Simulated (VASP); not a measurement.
Write the native input for VASP 6.6.1 that does the following.

| Item | Value |
| --- | --- |
| Task | single point |
| Functional | PBE |
| Potentials or basis | VASP PAW PBE potentials, release 64 (Mo_sv, S) |
| Cutoff | 520 eV |
| k mesh | 6 × 6 × 1 |
| Occupations | gaussian, width 0.1 eV |
| Spin | no spin polarisation |
| Dipole correction | yes |
| Further INCAR settings | ALGO = Normal; EDIFF = 1e-06; NBANDS = 54 |

The structure of Mo6S lies in POSCAR:

```
Mo6S
1.0
    4.4695765303      0.0000000000      0.0000000000
   -2.2347882651      3.8707668194      0.0000000000
    0.0000000000      0.0000000000     19.7595667358
Mo S
6 1
Direct
    0.6666666667      0.3333333333      0.2024335884
    0.3333333333      0.6666666667      0.2486060831
    0.0000000000      0.0000000000      0.2947785777
    0.6666666667      0.3333333333      0.3368821122
    0.3333333333      0.6666666667      0.3779725574
    0.0000000000      0.0000000000      0.4180034333
    0.2222222222      0.8888888889      0.5060238851
```

One way to write it, as run:

INCAR

```
SYSTEM = Mo6S
PREC = Accurate
ENCUT = 520
EDIFF = 1E-6
ISMEAR = 0
SIGMA = 0.1
LREAL = .FALSE.
LASPH = .TRUE.
NELM = 100
ALGO = Normal
ISIF = 2
LWAVE = .FALSE.
LCHARG = .TRUE.
LDIPOL = .TRUE.
IDIPOL = 3
DIPOL = 0.5 0.5 0.341
GGA = PE
LELF = .TRUE.
LVHAR = .TRUE.
LVACPOTAV = .TRUE.
NBANDS = 54
```

KPOINTS

```
Automatic mesh
0
G
  6 6 1
  0 0 0
```

Potentials or basis: VASP PAW PBE potentials, release 64 (Mo_sv, S).

The run is started by

```sh
$ cat potpaw_PBE.64/Mo_sv/POTCAR potpaw_PBE.64/S/POTCAR > POTCAR
$ mpirun -np 1 vasp_std > vasp.out
```

Results of the run:

* Largest force: 2.154 eV/Å
* Band gap on the k mesh: zero (bands 45 and 46 overlap by 0.19 eV)

Wall time 30 min on 1 thread of Intel Xeon 8259CL, with other jobs on the host, peak memory 0.62 GiB.
